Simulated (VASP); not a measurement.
Write the native input for VASP 6.6.1 that does the following.

```
Task                   : single point
Functional             : PBE
Potentials or basis    : VASP PAW PBE potentials, release 64 (Sc_sv, Re)
Cutoff                 : 520 eV
k mesh                 : 6 × 6 × 6
Occupations            : gaussian, width 0.1 eV
Spin                   : no spin polarisation
Dipole correction      : no
Further INCAR settings : ALGO = Normal; EDIFF = 1e-07; NBANDS = 28
```

The structure of Sc3Re lies in POSCAR:

```
Sc3Re
1.0
   -2.4097300557      2.4097300557      3.3775095775
    2.4097300557     -2.4097300557      3.3775095775
    2.4097300557      2.4097300557     -3.3775095775
Sc Re
3 1
Direct
    0.5000000000      0.5000000000      0.0000000000
    0.2500000000      0.7500000000      0.5000000000
    0.7500000000      0.2500000000      0.5000000000
    0.0000000000      0.0000000000      0.0000000000
```

One way to write it, as run:

INCAR

```
SYSTEM = Sc3Re
  PREC = Accurate
  ENCUT = 520
  EDIFF = 1E-7
  ISMEAR = 0
  SIGMA = 0.1
  LREAL = .FALSE.
  LASPH = .TRUE.
  NELM = 60
  ALGO = Normal
  ISIF = 2
  LWAVE = .FALSE.
  LCHARG = .FALSE.
  GGA = PE
  NBANDS = 28
```

KPOINTS

```
Automatic mesh
0
G
  6 6 6
  0 0 0
```

Potentials or basis: VASP PAW PBE potentials, release 64 (Sc_sv, Re).

Command:

```bash
$ cat potpaw_PBE.64/Sc_sv/POTCAR potpaw_PBE.64/Re/POTCAR > POTCAR
$ mpirun -np 1 vasp_std > vasp.out
```

Results of the run:

- Pressure: 0.0 GPa
- Band gap on the k mesh: zero (bands 20 and 21 overlap by 1.31 eV)

Caveat: spin-orbit coupling is left out, which moves the levels of the heavy elements.

Run time: 3.7 min on 1 thread of AMD EPYC 7R13 (shared host), peak memory 0.21 GiB.
